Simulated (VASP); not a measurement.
# WC (P-6m2) in VASP: notebook

WC is run at these levels: PBE; tasks: relaxation of cell and atoms.

Program: VASP 6.6.1. These are calculated values, not measurements. Logs are shortened: lines on timing, memory, paths and dates and some standing lists are left out, and cuts for length are marked.

## Step 1: The cell of the first run

Symmetry: P-6m2, No. 187, hexagonal system. The conventional cell has a = 2.922 Å, b = 2.922 Å, c = 2.846 Å, α = 90.00°, β = 90.00°, γ = 120.00°. Within 3.0 Å of W (site symmetry -6m2) lie 6 C at 2.21 Å and 8 W at 2.85 to 2.92 Å. C (site symmetry -6m2) has 6 W at 2.21 Å and 8 C at 2.85 to 2.92 Å within 3.0 Å.

## Step 2: Relaxation of cell and atoms, PBE

File INCAR:

```
SYSTEM = WC
PREC = Accurate ; ENCUT = 600
EDIFF = 1E-7 ; ISMEAR = 0
SIGMA = 0.1 ; LREAL = .False.
LASPH = .True. ; NELM = 120
ALGO = Normal ; ISIF = 3
LWAVE = .False. ; LCHARG = .False.
GGA = PE ; IBRION = 2
NSW = 100 ; EDIFFG = -0.002
GGA_COMPAT = .False. ; NELMIN = 4
```

File KPOINTS:

```
Automatic mesh
0
Gamma
  18 18 14
  0 0 0
```

File POSCAR:

```
WC
1.0
    2.9224655578      0.0000000000      0.0000000000
   -1.4612327789      2.5309294148      0.0000000000
    0.0000000000      0.0000000000      2.8463897384
W C
1 1
Direct
    0.0000000000      0.0000000000      0.0000000000
    0.6666666667      0.3333333333      0.5000000000
```

Potentials or basis: VASP PAW PBE potentials, release 64 (W_sv, C).

Run with:

```console
$ cat potpaw_PBE.64/W_sv/POTCAR potpaw_PBE.64/C/POTCAR > POTCAR
$ mpirun -np 1 vasp_std > vasp.out
```

OUTCAR:

```text
SYSTEM = WC
   PREC = Accurate
   ENCUT = 600
   EDIFF = 1E-7
   ISMEAR = 0
   LREAL = .False.
   LASPH = .True.
   NELM = 120
   ISIF = 3
   GGA = PE
   IBRION = 2
   NSW = 100
   EDIFFG = -0.002
   NELMIN = 4

 ion  position               nearest neighbor table
   1  0.000  0.000  0.000-   2 2.21   2 2.21   2 2.21   2 2.21   2 2.21   2 2.21
   2  0.667  0.333  0.500-   1 2.21   1 2.21   1 2.21   1 2.21   1 2.21   1 2.21

  LATTYP: Found a hexagonal cell.
 ALAT       =     2.9224655578
 C/A-ratio  =     0.9739686173

  Lattice vectors:

 A1 = (   2.9224655578,   0.0000000000,   0.0000000000)
 A2 = (  -1.4612327789,   2.5309294148,   0.0000000000)
 A3 = (   0.0000000000,   0.0000000000,   2.8463897384)

Analysis of symmetry for initial positions (statically):
=====================================================================
 Subroutine PRICEL returns:
 Original cell was already a primitive cell.

 Routine SETGRP: Setting up the symmetry group for a
 hexagonal supercell.

 Subroutine GETGRP returns: Found 12 space group operations
 (whereof 12 operations were pure point group operations)
 out of a pool of 24 trial point group operations.

The static configuration has the point symmetry D_3h.

Analysis of symmetry for dynamics (positions and initial velocities):
=====================================================================
 Subroutine PRICEL returns:
 Original cell was already a primitive cell.

 Routine SETGRP: Setting up the symmetry group for a
 hexagonal supercell.

 Subroutine GETGRP returns: Found 12 space group operations
 (whereof 12 operations were pure point group operations)
 out of a pool of 24 trial point group operations.

The dynamic configuration has the point symmetry D_3h.

 Subroutine INISYM returns: Found 12 space group operations
 (whereof 12 operations are pure point group operations),
 and found     1 'primitive' translations

----------------------------------------------------------------------------------------

                                     Primitive cell

  volume of cell :      21.0535

  direct lattice vectors                    reciprocal lattice vectors
     2.922465558  0.000000000  0.000000000     0.342176830  0.197555885  0.000000000
    -1.461232779  2.530929415  0.000000000     0.000000000  0.395111770  0.000000000
     0.000000000  0.000000000  2.846389738     0.000000000  0.000000000  0.351322233

  length of vectors
     2.922465558  2.922465558  2.846389738     0.395111770  0.395111770  0.351322233

  position of ions in fractional coordinates (direct lattice)
     0.000000000  0.000000000  0.000000000
[... 102 lines left out ...]
   LORBIT       =      0    0 simple, 1 ext, 2 COOP (PROOUT), +10 PAW based schemes
   GGA     = PE    functional components
   LHFCALC =     F    Hartree Fock is set to
   AEXX    =    0.0000 exact exchange contribution
   IVDW    =     0    specifies the selected vdW correction
   LEPSILON=     F    determine dielectric tensor
   LRPA    =     F    only Hartree local field effects (RPA)
 conjugate gradient relaxation of ions
 non-spin polarized calculation
 Gauss-broadening in eV      SIGMA  =   0.10
  energy-cutoff  :      600.00
  volume of cell :       21.05
 maximum number of plane-waves:       720
 NGX is ok and might be reduce to    24
   NGX = 11   NGY = 11   NGZ = 11

--------------------------------------- Ionic step        1  -------------------------------------------

 number of electron      18.0000000 magnetization

 Free energy of the ion-electron system (eV)
  ---------------------------------------------------
  ext. energy  EPLUGINS =         0.00000000
  ---------------------------------------------------
  free energy    TOTEN  =       -22.45084958 eV

  energy without entropy =      -22.44945252  energy(sigma->0) =      -22.45015105

------------------------ aborting loop because EDIFF is reached ----------------------------------------

  FORCE on cell =-STRESS in cart. coord.  units (eV):
  Direction    XX          YY          ZZ          XY          YZ          ZX
  --------------------------------------------------------------------------------------
  -------------------------------------------------------------------------------------
  Total        0.0922226      0.0922226      0.1737658      0.0000000      0.0000000      0.0000000
  in kB        7.0181749      7.0181749     13.2236407      0.0000000      0.0000000      0.0000000
  external PRESSURE =       9.0866635 kB  Pullay stress =       0.0000000 kB
[... 167 lines left out ...]
--------------------------------------- Ionic step        6  -------------------------------------------

 number of electron      18.0000000 magnetization

 Free energy of the ion-electron system (eV)
  ---------------------------------------------------
  ext. energy  EPLUGINS =         0.00000000
  ---------------------------------------------------
  free energy    TOTEN  =       -22.45100248 eV

  energy without entropy =      -22.44960247  energy(sigma->0) =      -22.45030247

 E-fermi :  10.8279     XC(G=0): -13.7066

 val. band max:       10.8160414139   @ k =   0.4444   0.0000   0.5000
 cond. band min:      10.8353898572   @ k =   0.4444   0.0556   0.4286
 fundamental gap:      0.0193484433
 Fermi energy:        10.8278631640

 k-point     1 :       0.0000    0.0000    0.0000
  band No.  band energies     occupation
      1     -63.1990      2.00000
      2     -27.1759      2.00000
      3     -27.0854      2.00000
      4     -27.0854      2.00000
      5      -3.4813      2.00000
      6       6.6245      2.00000
      7       7.5684      2.00000
      8       7.5684      2.00000
      9      10.9386      0.11728
     10      14.0006      0.00000
     11      14.0006      0.00000
     12      16.3767      0.00000
     13      16.3767      0.00000
[... 354 lines left out ...]
  band No.  band energies     occupation
      1     -63.1455      2.00000
      2     -27.8000      2.00000
      3     -27.3158      2.00000
      4     -27.0723      2.00000
      5      -0.1703      2.00000
      6       4.0520      2.00000
      7       7.3020      2.00000
      8       7.4137      2.00000
      9      10.3467      2.00000
     10      12.6394      0.00000
     11      14.3250      0.00000
     12      15.5289      0.00000
     13      18.2451      0.00000

 [... further k-points ...]

------------------------ aborting loop because EDIFF is reached ----------------------------------------

  FORCE on cell =-STRESS in cart. coord.  units (eV):
  Direction    XX          YY          ZZ          XY          YZ          ZX
  --------------------------------------------------------------------------------------
  -------------------------------------------------------------------------------------
  Total       -0.0004862     -0.0004862     -0.0030001      0.0000000     -0.0000000      0.0000000
  in kB       -0.0369118     -0.0369118     -0.2277838      0.0000000     -0.0000000      0.0000000
  external PRESSURE =      -0.1005358 kB  Pullay stress =       0.0000000 kB
[... 17 lines left out ...]
  FREE ENERGIE OF THE ION-ELECTRON SYSTEM (eV)
  ---------------------------------------------------
  free  energy   TOTEN  =       -22.4510024751 eV

  energy  without entropy=      -22.4496024696  energy(sigma->0) =      -22.45030247

 reached required accuracy - stopping structural energy minimisation
```

CONTCAR:

```text
WC
   1.00000000000000
     2.9240439775625808    0.0000000000000000    0.0000000000000000
    -1.4620219887812904    2.5322963664123281    0.0000000000000000
    -0.0000000000000000    0.0000000000000000    2.8498865532089122
  W               C
     1     1
Direct
     1.0000000000000000    0.0000000000000000    0.0000000000000000
     0.6666666667000030    0.3333333332999970    0.5000000000000000

  0.00000000E+00  0.00000000E+00  0.00000000E+00
  0.00000000E+00  0.00000000E+00  0.00000000E+00
```

It took 77 s on 1 thread of Intel Xeon 6975P-C (Granite Rapids), shared host; peak memory 0.23 GiB.

Results:

```yaml
Free_energy: -22.4510 eV
Relaxed_volume: 10.55 Å³/atom
Relaxed_cell: a = 2.924 Å, b = 2.924 Å, c = 2.850 Å, α = 90.00°, β = 90.00°, γ = 120.00°
Space_group_after_relaxing_to_0.1_Å: P-6m2 (No. 187)
Energy_gained_by_relaxing: 0.1 meV/atom
Ionic_steps: 6
Pressure_after_relaxing: 0.0 GPa
Band_gap_on_the_k_mesh: zero (bands 9 and 10 overlap by 1.19 eV)
```

Step by step:
| step | energy change (eV) | largest force (eV/Å) | pressure (GPa) | volume (Å³) |
| --- | --- | --- | --- | --- |
| 1 | 0.0000 | 0.0000 | 0.91 | 21.05 |
| 2 | 0.0010 | 0.0000 | -2.47 | 21.24 |
| 3 | -0.0002 | 0.0000 | -0.01 | 21.10 |
| 4 | -0.0002 | 0.0000 | -0.02 | 21.10 |
| 5 | -0.0002 | 0.0000 | 0.00 | 21.10 |
| 6 | -0.0002 | 0.0000 | -0.01 | 21.10 |

Final structure:
```
W C
1.0
     2.92404    0.00000    0.00000
    -1.46202    2.53230    0.00000
     0.00000    0.00000    2.84989
W C
1 1
Cartesian
  2.9240 0.0000 0.0000
  1.4620 0.8441 1.4249
```

Levels at points of the mesh, in eV from the Fermi level:
| k point | band 7 | band 8 | band 9 | band 10 | band 11 | band 12 |
| --- | --- | --- | --- | --- | --- | --- |
| (0.00, 0.00, 0.00) | -3.26 | -3.26 | 0.11 | 3.17 | 3.17 | 5.55 |
| (0.50, 0.00, 0.00) | -3.52 | -3.48 | -0.46 | 2.31 | 4.43 | 4.77 |
| (0.00, 0.00, 0.50) | -1.97 | -1.97 | -0.55 | -0.55 | 3.63 | 4.49 |
| (0.50, 0.00, 0.50) | -4.23 | -4.14 | 0.27 | 4.33 | 5.20 | 6.50 |

Caveat: spin-orbit coupling is left out, which moves the levels of the heavy elements.

## Step 3: Relaxation of cell and atoms, PBE

File INCAR:

```
SYSTEM = WC
  PREC = Accurate
  ENCUT = 600
  EDIFF = 1E-7
  ISMEAR = -1
  SIGMA = 0.15
  LREAL = .FALSE.
  LASPH = .TRUE.
  NELM = 120
  ALGO = Normal
  ISIF = 3
  LWAVE = .FALSE.
  LCHARG = .FALSE.
  GGA = PE
  IBRION = 2
  NSW = 80
  EDIFFG = -0.001
  GGA_COMPAT = .FALSE.
  NELMIN = 4
```

File KPOINTS:

```
Automatic mesh
0
G
  18 18 14
  0 0 0
```

File POSCAR:

```
WC
1.0
    2.9218847919      0.0000000000      0.0000000000
   -1.4609423960      2.5304264567      0.0000000000
    0.0000000000      0.0000000000      2.8472479455
W C
1 1
Direct
    0.0000000000      0.0000000000      0.0000000000
    0.6666666667      0.3333333333      0.5000000000
```

Potentials or basis: VASP PAW PBE potentials, release 64 (W_sv, C).

Run with:

```console
$ cat potpaw_PBE.64/W_sv/POTCAR potpaw_PBE.64/C/POTCAR > POTCAR
$ mpirun -np 1 vasp_std > vasp.out
```

Wall time 80 s (1 thread of Intel Xeon 6975P-C (Granite Rapids), shared host); peak memory 0.24 GiB.

Results (log left out):

```yaml
Free_energy: -22.4615 eV
Relaxed_volume: 10.55 Å³/atom
Relaxed_cell: a = 2.925 Å, b = 2.925 Å, c = 2.849 Å, α = 90.00°, β = 90.00°, γ = 120.00°
Space_group_after_relaxing_to_0.1_Å: P-6m2 (No. 187)
Energy_gained_by_relaxing: 0.1 meV/atom
Ionic_steps: 6
Pressure_after_relaxing: 0.0 GPa
Band_gap_on_the_k_mesh: zero (bands 9 and 10 overlap by 1.20 eV)
```

Step by step:
| step | energy change (eV) | largest force (eV/Å) | pressure (GPa) | volume (Å³) |
| --- | --- | --- | --- | --- |
| 1 | 0.0000 | 0.0000 | 1.00 | 21.05 |
| 2 | 0.0010 | 0.0000 | -2.58 | 21.25 |
| 3 | -0.0002 | 0.0000 | -0.01 | 21.11 |
| 4 | -0.0002 | 0.0000 | -0.03 | 21.11 |
| 5 | -0.0002 | 0.0000 | 0.01 | 21.11 |
| 6 | -0.0002 | 0.0000 | -0.01 | 21.11 |

Final structure:
```
W C
1.0
     2.92512    0.00000    0.00000
    -1.46256    2.53323    0.00000
     0.00000    0.00000    2.84858
W C
1 1
Direct
  0.00000 0.00000 0.00000
  0.66667 0.33333 0.50000
```

Levels at points of the mesh, in eV from the Fermi level:
```csv
k point,band 6,band 7,band 8,band 9,band 10,band 11,band 12,band 13
"(0.00, 0.00, 0.00)",-4.25,-3.32,-3.32,0.06,3.12,3.12,5.50,5.50
"(0.50, 0.00, 0.00)",-7.00,-3.56,-3.53,-0.51,2.26,4.38,4.71,6.73
"(0.00, 0.00, 0.50)",-8.58,-2.03,-2.03,-0.60,-0.60,3.60,4.43,4.43
"(0.50, 0.00, 0.50)",-6.39,-4.28,-4.19,0.22,4.27,5.15,6.44,8.96
```

Caveat: spin-orbit coupling is left out, which moves the levels of the heavy elements.

The gap in the log of VASP goes by the Fermi energy; the results here count the filled bands.